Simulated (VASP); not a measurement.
# LiF in VASP: further runs, part 2 of 2

VASP 6.6.1. The steps go on from the part before.

**4. Single point, LDA (volume scaled by 1.01)**

Input file INCAR:

```
ALGO = Normal
EDIFF = 1E-6
ENCUT = 520
ISIF = 2
ISMEAR = -1
LASPH = T
LCHARG = F
LREAL = F
LWAVE = F
NBANDS = 12
NELM = 100
PREC = Accurate
SIGMA = 0.03
```

Input file KPOINTS:

```
k-points
0
Gamma
  10 10 10
```

Input file POSCAR:

```
LiF
1.0
    0.0000000000      2.0206910790      2.0206910790
    2.0206910790      0.0000000000      2.0206910790
    2.0206910790      2.0206910790      0.0000000000
Li F
1 1
Direct
    0.0000000000      0.0000000000      0.0000000000
    0.5000000000      0.5000000000      0.5000000000
```

On the command line:

```sh
cat potpaw_LDA.64/Li_sv/POTCAR potpaw_LDA.64/F/POTCAR > POTCAR
mpirun -np 1 vasp_std > vasp.out
```

Wall time 7 s (1 thread of Intel Xeon 8259CL, shared host); peak memory 0.12 GiB.

The run converged. Its results:

- Free energy: -10.4651 eV
- Band gap on the k mesh: 8.74 eV, direct

Levels at points of the mesh, in eV from the valence-band top:
| k point | band 1 | band 2 | band 3 | band 4 | band 5 | band 6 | band 7 | band 8 | band 9 | band 10 |
| --- | --- | --- | --- | --- | --- | --- | --- | --- | --- | --- |
| (0.00, 0.00, 0.00) | -39.77 | -19.54 | 0.00 | 0.00 | 0.00 | 8.74 | 23.33 | 23.33 | 23.33 | 23.81 |
| (0.50, 0.00, 0.00) | -39.71 | -19.10 | -2.55 | -0.23 | -0.23 | 10.32 | 16.26 | 18.34 | 18.34 | 29.73 |
| (0.50, 0.50, 0.00) | -39.69 | -18.82 | -3.07 | -1.02 | -1.02 | 14.32 | 15.98 | 17.01 | 19.65 | 19.65 |

Caveat: the cutoff is under 1.25 times the usual one of these potentials, so pressure, stress and relaxed cells hold a basis-set (Pulay) error.

**5. Single point, LDA (volume scaled by 0.99)**

Input file INCAR:

```
PREC = Accurate ; ENCUT = 520
EDIFF = 1E-6 ; ISMEAR = -1
SIGMA = 0.03 ; LREAL = False
LASPH = True ; NELM = 60
ALGO = Normal ; ISIF = 2
LWAVE = False ; LCHARG = False
GGA = CA ; NBANDS = 12
```

Input file KPOINTS:

```
regular mesh
0
Gamma
  10 10 10
```

Input file POSCAR:

```
LiF
1.0
    0.0000000000      2.0072641637      2.0072641637
    2.0072641637      0.0000000000      2.0072641637
    2.0072641637      2.0072641637      0.0000000000
Li F
1 1
Direct
    0.0000000000      0.0000000000      0.0000000000
    0.5000000000      0.5000000000      0.5000000000
```

On the command line:

```sh
cat potpaw_LDA.64/Li_sv/POTCAR potpaw_LDA.64/F/POTCAR > POTCAR
mpirun -np 1 vasp_std > vasp.out
```

It took 6.4 s on 1 thread of Intel Xeon 8259CL, shared host; peak memory 0.12 GiB.

Results (log left out):

* Free energy: -10.4779 eV
* Band gap on the k mesh: 8.93 eV, direct

Levels at points of the mesh, in eV from the valence-band top:
```tsv
k point	band 1	band 2	band 3	band 4	band 5	band 6	band 7	band 8	band 9	band 10
(0.00, 0.00, 0.00)	-39.73	-19.60	0.00	0.00	0.00	8.93	23.59	23.59	23.59	24.00
(0.50, 0.00, 0.00)	-39.66	-19.14	-2.61	-0.23	-0.23	10.42	16.49	18.49	18.49	30.08
(0.50, 0.50, 0.00)	-39.64	-18.84	-3.16	-1.05	-1.05	14.51	16.07	17.25	19.87	19.87
```

Caveat: the cutoff is under 1.25 times the usual one of these potentials, so pressure, stress and relaxed cells hold a basis-set (Pulay) error. A k mesh can miss the band edges.

**6. Single point, LDA (volume scaled by 1.04)**

Input file INCAR:

```
PREC     = Accurate       # precision mode
ENCUT    = 520            # plane-wave cutoff, eV
EDIFF    = 1E-6           # SCF threshold, eV
ISMEAR   = -1             # smearing method
SIGMA    = 0.03           # smearing width, eV
LREAL    = F              # projectors in reciprocal space
LASPH    = T              # aspherical terms in the spheres
NELM     = 60             # most SCF steps
ALGO     = Normal         # electronic algorithm
ISIF     = 2              # what is computed and relaxed
LWAVE    = F              # write WAVECAR
LCHARG   = T              # write CHGCAR
LELF     = T              # ELF
LVHAR    = T            
NBANDS   = 12             # bands
```

KPOINTS is that of step 5.

Input file POSCAR:

```
LiF
1.0
    0.0000000000      2.0405030393      2.0405030393
    2.0405030393      0.0000000000      2.0405030393
    2.0405030393      2.0405030393      0.0000000000
Li F
1 1
Direct
    0.0000000000      0.0000000000      0.0000000000
    0.5000000000      0.5000000000      0.5000000000
```

Potentials or basis: VASP PAW LDA potentials, release 64 (Li_sv, F).

On the command line:

```sh
cat potpaw_LDA.64/Li_sv/POTCAR potpaw_LDA.64/F/POTCAR > POTCAR
mpirun -np 1 vasp_std > vasp.out
```

OUTCAR:

```text
PREC = Accurate
   ENCUT = 520
   EDIFF = 1E-6
   ISMEAR = -1
   LREAL = F
   LASPH = T
   NELM = 60
   ISIF = 2

 ion  position               nearest neighbor table
   1  0.000  0.000  0.000-   2 2.04   2 2.04   2 2.04   2 2.04   2 2.04   2 2.04
   2  0.500  0.500  0.500-   1 2.04   1 2.04   1 2.04   1 2.04   1 2.04   1 2.04

  LATTYP: Found a face centered cubic cell.
 ALAT       =     4.0810060786

  Lattice vectors:

 A1 = (   0.0000000000,   2.0405030393,   2.0405030393)
 A2 = (   2.0405030393,   0.0000000000,   2.0405030393)
[... 538 lines left out ...]
      7      14.5729      0.00000
      8      16.2052      0.00000
      9      17.7341      0.00000
     10      18.8075      0.00000
     11      31.1983      0.00000
     12      32.3014      0.00000

 [... further k-points ...]
[... 5 lines left out ...]
  --------------------------------------------------------------------------------------
  -------------------------------------------------------------------------------------
  Total       -0.9283108     -0.9283108     -0.9283108     -0.0000000      0.0000000     -0.0000000
  in kB      -87.5310691    -87.5310691    -87.5310691     -0.0000000      0.0000000     -0.0000000
  external PRESSURE =     -87.5310691 kB  Pullay stress =       0.0000000 kB

 VOLUME and BASIS-vectors are now :
 -----------------------------------------------------------------------------
  energy-cutoff  :      520.00
  volume of cell :       16.99
      direct lattice vectors                 reciprocal lattice vectors
     0.000000000  2.040503039  2.040503039    -0.245037616  0.245037616  0.245037616
     2.040503039  0.000000000  2.040503039     0.245037616 -0.245037616  0.245037616
     2.040503039  2.040503039  0.000000000     0.245037616  0.245037616 -0.245037616

 POSITION                                       TOTAL-FORCE (eV/Angst)
 -----------------------------------------------------------------------------------
      0.00000      0.00000      0.00000         0.000000      0.000000     -0.000000
      2.04050      2.04050      2.04050        -0.000000     -0.000000      0.000000
 -----------------------------------------------------------------------------------
    total drift:                               -0.000000     -0.000000      0.000000

  FREE ENERGIE OF THE ION-ELECTRON SYSTEM (eV)
  ---------------------------------------------------
  free  energy   TOTEN  =       -10.4419007232 eV

  energy  without entropy=      -10.4419007232  energy(sigma->0) =      -10.44190072
```

OSZICAR:

```text
N       E                     dE             d eps       ncg     rms          rms(c)
DAV:   1     0.287248049684E+02    0.28725E+02   -0.52097E+03  1144   0.826E+02
DAV:   2    -0.990801950878E+01   -0.38633E+02   -0.37821E+02  1360   0.180E+02
DAV:   3    -0.109277168739E+02   -0.10197E+01   -0.10167E+01  1492   0.259E+01
DAV:   4    -0.109385710486E+02   -0.10854E-01   -0.10854E-01  1284   0.288E+00
DAV:   5    -0.109386927002E+02   -0.12165E-03   -0.12165E-03  1452   0.230E-01    0.424E+00
DAV:   6    -0.104598145577E+02    0.47888E+00   -0.23610E+00  1220   0.918E+00    0.139E+00
DAV:   7    -0.104478586766E+02    0.11956E-01   -0.15876E-02  1608   0.108E+00    0.801E-01
DAV:   8    -0.104419143907E+02    0.59443E-02   -0.99684E-03  1604   0.104E+00    0.999E-02
DAV:   9    -0.104418835956E+02    0.30795E-04   -0.62170E-04  1272   0.226E-01    0.372E-02
DAV:  10    -0.104419010914E+02   -0.17496E-04   -0.33394E-05  1312   0.408E-02    0.566E-03
DAV:  11    -0.104419007232E+02    0.36828E-06   -0.12421E-06  1256   0.112E-02
   1 F= -.10441901E+02 E0= -.10441901E+02  d E =-.870666E-11
```

stdout:

```text
POSCAR found type information on POSCAR LiF
 POSCAR found :  2 types and       2 ions
 scaLAPACK will be used
 LDA part: xc-table for (Slater(with rela. corr.)+CA(PZ))
 , standard interpolation
 POSCAR, INCAR and KPOINTS ok, starting setup
 FFT: planning ... GRIDC
 FFT: planning ... GRID_SOFT
 FFT: planning ... GRID
 WAVECAR not read
 entering main loop
```

Run time: 8.2 s. Hardware: 1 thread of Intel Xeon 8259CL, shared host; peak memory 0.12 GiB.

Results:

- Free energy: -10.4419 eV
- Band gap on the k mesh: 8.49 eV, direct

Caveat: the cutoff is under 1.25 times the usual one of these potentials, so pressure, stress and relaxed cells hold a basis-set (Pulay) error.

**7. Overview**

| cell | gap on the mesh (eV) |
| --- | --- |
| a = 2.863, b = 2.863, c = 2.877 Å, angles 59.8, 59.8, 60.3°, 2 atoms | 8.65 |
| a = 2.790 Å, angles 60.0°, 2 atoms | 9.41 |
| a = 2.858 Å, angles 60.0°, 2 atoms | 8.74 |
| a = 2.839 Å, angles 60.0°, 2 atoms | 8.93 |
| a = 2.886 Å, angles 60.0°, 2 atoms | 8.49 |

Alike in all rows: task single point; level LDA; potentials or basis VASP PAW LDA potentials, release 64 (Li_sv, F); no spin polarisation; k mesh 10 × 10 × 10; cutoff (eV) 520; smearing fermi-dirac 0.03 eV.

Caveats: the cutoff is under 1.25 times the usual one of these potentials, so pressure, stress and relaxed cells hold a basis-set (Pulay) error.

Absolute energies hang on the potentials; compare differences alone.
